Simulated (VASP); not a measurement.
# CdS (P6_3mc) in VASP: relaxation of cell and atoms with RPBE

Aim: the relaxation of cell and atoms of CdS with RPBE.

Everything below comes from runs of VASP 6.6.1. Logs are shortened: lines on timing, memory, paths and dates and some standing lists are left out, and cuts for length are marked.

## Step 1: The cell of the first run

It takes space group P6_3mc (No. 186, hexagonal). Conventional cell: a = 4.150 Å, b = 4.150 Å, c = 6.737 Å, α = 90.00°, β = 90.00°, γ = 120.00°. Within 3.3 Å of Cd (site symmetry 3m) lie 4 S at 2.53 to 2.54 Å. S (site symmetry 3m) has 4 Cd at 2.53 to 2.54 Å within 3.3 Å.

## Step 2: Relaxation of cell and atoms, RPBE

Contents of INCAR:

```
SYSTEM = CdS
  PREC = Accurate
  ENCUT = 630
  EDIFF = 1E-7
  ISMEAR = -1
  SIGMA = 0.02
  LREAL = .False.
  LASPH = .True.
  NELM = 120
  ALGO = Normal
  ISIF = 3
  LWAVE = .False.
  LCHARG = .False.
  GGA = RP
  IBRION = 2
  NSW = 80
  EDIFFG = -0.01
  GGA_COMPAT = .False.
  NELMIN = 4
```

Contents of KPOINTS:

```
regular mesh
0
Gamma
  6 6 4
  0 0 0
```

Contents of POSCAR:

```
CdS
1.0
    4.1500000000      0.0000000000      0.0000000000
   -2.0750000000      3.5940054257      0.0000000000
    0.0000000000      0.0000000000      6.7370000000
Cd S
2 2
Direct
    0.3333333333      0.6666666667      0.0000000000
    0.6666666667      0.3333333333      0.5000000000
    0.3333333333      0.6666666667      0.3750000000
    0.6666666667      0.3333333333      0.8750000000
```

Potentials or basis: VASP PAW PBE potentials, release 64 (Cd_sv_GW, S).

Started as:

```sh
$ cat potpaw_PBE.64/Cd_sv_GW/POTCAR potpaw_PBE.64/S/POTCAR > POTCAR
$ mpirun -np 1 vasp_std > vasp.out
```

OUTCAR:

```text
SYSTEM = CdS
   PREC = Accurate
   ENCUT = 630
   EDIFF = 1E-7
   ISMEAR = -1
   LREAL = .False.
   LASPH = .True.
   NELM = 120
   ISIF = 3
   GGA = RP
   IBRION = 2
   NSW = 80
   EDIFFG = -0.01
   NELMIN = 4

 ion  position               nearest neighbor table
   1  0.333  0.667  0.000-   3 2.53   4 2.54   4 2.54   4 2.54
   2  0.667  0.333  0.500-   4 2.53   3 2.54   3 2.54   3 2.54
   3  0.333  0.667  0.375-   1 2.53   2 2.54   2 2.54   2 2.54
   4  0.667  0.333  0.875-   2 2.53   1 2.54   1 2.54   1 2.54

  LATTYP: Found a hexagonal cell.
 ALAT       =     4.1500000000
 C/A-ratio  =     1.6233734940

  Lattice vectors:

 A1 = (   4.1500000000,   0.0000000000,   0.0000000000)
 A2 = (  -2.0750000000,   3.5940054257,   0.0000000000)
 A3 = (   0.0000000000,   0.0000000000,   6.7370000000)

Analysis of symmetry for initial positions (statically):
=====================================================================
 Subroutine PRICEL returns:
 Original cell was already a primitive cell.

 Routine SETGRP: Setting up the symmetry group for a
 hexagonal supercell.

 Subroutine GETGRP returns: Found 12 space group operations
 (whereof  6 operations were pure point group operations)
 out of a pool of 24 trial point group operations.

The static configuration has the point symmetry C_3v.
 The point group associated with its full space group is C_6v.

Analysis of symmetry for dynamics (positions and initial velocities):
=====================================================================
 Subroutine PRICEL returns:
 Original cell was already a primitive cell.

 Routine SETGRP: Setting up the symmetry group for a
 hexagonal supercell.

 Subroutine GETGRP returns: Found 12 space group operations
 (whereof  6 operations were pure point group operations)
 out of a pool of 24 trial point group operations.

The dynamic configuration has the point symmetry C_3v.
 The point group associated with its full space group is C_6v.

 Subroutine INISYM returns: Found 12 space group operations
 (whereof  6 operations are pure point group operations),
 and found     1 'primitive' translations

----------------------------------------------------------------------------------------

                                     Primitive cell

  volume of cell :     100.4832

  direct lattice vectors                    reciprocal lattice vectors
     4.150000000  0.000000000  0.000000000     0.240963855  0.139120547  0.000000000
    -2.075000000  3.594005426  0.000000000     0.000000000  0.278241094  0.000000000
     0.000000000  0.000000000  6.737000000     0.000000000  0.000000000  0.148434021

  length of vectors
     4.150000000  4.150000000  6.737000000     0.278241094  0.278241094  0.148434021
[... 74 lines left out ...]
   ICHARG =      2    charge: 1-file 2-atom 10-const
   ISPIN  =      1    spin polarized calculation?
   LNONCOLLINEAR =      F non collinear calculations
   LSORBIT =      F    spin-orbit coupling
   LASPH  =      T    aspherical Exc in radial PAW
   ENCUT  =  630.0 eV  46.30 Ry    6.80 a.u.   8.49  8.49 13.79*2*pi/ulx,y,z
   NELM   =    120;   NELMIN=  4; NELMDL= -5     # of ELM steps
   EDIFF  = 0.1E-06   stopping-criterion for ELM
   LREAL  =      F    real-space projection
   EDIFFG = -.1E-01   stopping-criterion for IOM
   NSW    =     80    number of steps for IOM
   IBRION =      2    ionic relax: 0-MD 1-quasi-New 2-CG
   NFREE  =      1    steps in history (QN), initial steepest desc. (CG)
   ISIF   =      3    stress and relaxation
   ISYM   =      2    0-nonsym 1-usesym 2-fastsym
   POTIM  = 0.5000    time-step for ionic-motion
   TEBEG  =    0.0;   TEEND  =   0.0 temperature during run
   PSTRESS=    0.0 pullay stress
   NELECT =      52.0000    total number of electrons
   NUPDOWN=      -1.0000    fix difference up-down
   EMIN   =  10.00;   EMAX   =-10.00  energy-range for DOS
   EFERMI =   0.00;   METHOD = LEGACY
   ISMEAR =    -1;   SIGMA  =   0.02  broadening in eV -4-tet -1-fermi 0-gaus
   EFERMI_NEDOS =   21; number of points for ismear=-14 and -15
   IALGO  =     38    algorithm
   IMIX   =      4    mixing-type and parameters
     AMIX     =   0.40;   BMIX     =  1.00
     AMIX_MAG =   1.60;   BMIX_MAG =  1.00
  volume/ion in A,a.u.               =      25.12       169.52
  Fermi-wavevector in a.u.,A,eV,Ry     =   1.314351  2.483764 23.504331  1.727520
  Thomas-Fermi vector in A             =   2.444610
   LORBIT       =      0    0 simple, 1 ext, 2 COOP (PROOUT), +10 PAW based schemes
   GGA     = RP    functional components
   LHFCALC =     F    Hartree Fock is set to
   AEXX    =    0.0000 exact exchange contribution
   IVDW    =     0    specifies the selected vdW correction
   LEPSILON=     F    determine dielectric tensor
   LRPA    =     F    only Hartree local field effects (RPA)
 conjugate gradient relaxation of ions
 non-spin polarized calculation
  energy-cutoff  :      630.00
  volume of cell :      100.48
 maximum number of plane-waves:      3657
 NGX is ok and might be reduce to    36
   NGX = 17   NGY = 17   NGZ = 27

--------------------------------------- Ionic step        1  -------------------------------------------

 number of electron      51.9999978 magnetization

 Free energy of the ion-electron system (eV)
  ---------------------------------------------------
  ext. energy  EPLUGINS =         0.00000000
  ---------------------------------------------------
  free energy    TOTEN  =       -11.09580904 eV

  energy without entropy =      -11.09580904  energy(sigma->0) =      -11.09580904

------------------------ aborting loop because EDIFF is reached ----------------------------------------

  FORCE on cell =-STRESS in cart. coord.  units (eV):
  Direction    XX          YY          ZZ          XY          YZ          ZX
  --------------------------------------------------------------------------------------
  -------------------------------------------------------------------------------------
  Total        2.4587601      2.4587601      2.8605339      0.0000000      0.0000000     -0.0000000
  in kB       39.2042694     39.2042694     45.6104451      0.0000000      0.0000000     -0.0000000
  external PRESSURE =      41.3396613 kB  Pullay stress =       0.0000000 kB
[... 177 lines left out ...]
--------------------------------------- Ionic step        6  -------------------------------------------

 number of electron      52.0000016 magnetization

 Free energy of the ion-electron system (eV)
  ---------------------------------------------------
  ext. energy  EPLUGINS =         0.00000000
  ---------------------------------------------------
  free energy    TOTEN  =       -11.18487080 eV

  energy without entropy =      -11.18487080  energy(sigma->0) =      -11.18487080

 E-fermi :   2.7955     XC(G=0):  -8.5981

 val. band max:        2.1999723107   @ k =   0.0000   0.0000   0.0000
 cond. band min:       3.4141418961   @ k =   0.0000   0.0000   0.0000
 fundamental gap:      1.2141695854
 Fermi energy:         2.7954734386

 k-point     1 :       0.0000    0.0000    0.0000
  band No.  band energies     occupation
      1     -99.0317      2.00000
      2     -99.0317      2.00000
      3     -60.0936      2.00000
      4     -60.0935      2.00000
      5     -60.0935      2.00000
      6     -60.0934      2.00000
[... 734 lines left out ...]
  FREE ENERGIE OF THE ION-ELECTRON SYSTEM (eV)
  ---------------------------------------------------
  free  energy   TOTEN  =       -11.1848707970 eV

  energy  without entropy=      -11.1848707970  energy(sigma->0) =      -11.18487080

 reached required accuracy - stopping structural energy minimisation
```

It took 5.5 min on 1 thread of Intel Xeon Platinum 8488C (Sapphire Rapids), shared host; peak memory 0.32 GiB.

Results:

* Free energy: -11.1849 eV
* Relaxed volume: 26.92 Å³/atom
* Relaxed cell: a = 4.242 Å, b = 4.242 Å, c = 6.910 Å, α = 90.00°, β = 90.00°, γ = 120.00°
* Space group after relaxing (to 0.1 Å): P6_3mc (No. 186)
* Energy gained by relaxing: 22.3 meV/atom
* Ionic steps: 6
* Pressure after relaxing: 0.0 GPa
* Largest force after relaxing: 0.009 eV/Å
* Band gap on the k mesh: 1.21 eV

Forces in eV/Å, atoms in the order of the input:
```
Cd   0.000  0.000 -0.009
Cd   0.000  0.000 -0.009
S    0.000  0.000  0.009
S    0.000  0.000  0.009
```

The path:
| step | energy change (eV) | largest force (eV/Å) | pressure (GPa) | volume (Å³) |
| --- | --- | --- | --- | --- |
| 1 | 0.0000 | 0.0692 | 4.13 | 100.48 |
| 2 | -0.0802 | 0.0059 | -1.12 | 110.21 |
| 3 | -0.0890 | 0.0163 | 0.01 | 107.72 |
| 4 | -0.0890 | 0.0158 | -0.07 | 107.87 |
| 5 | -0.0891 | 0.0106 | 0.01 | 107.70 |
| 6 | -0.0891 | 0.0090 | 0.03 | 107.67 |

Final structure:
```
Cd S
1.0
     4.24150    0.00000    0.00000
    -2.12075    3.67325    0.00000
     0.00000    0.00000    6.91048
Cd S
2 2
Direct
  0.33333 0.66667 0.99949
  0.66667 0.33333 0.49949
  0.33333 0.66667 0.37551
  0.66667 0.33333 0.87551
```

Caveat: the PAW data sets were made with another functional, which shifts forces and pressure a little. A hybrid or GW would open this gap; RPBE tends to underestimate it.
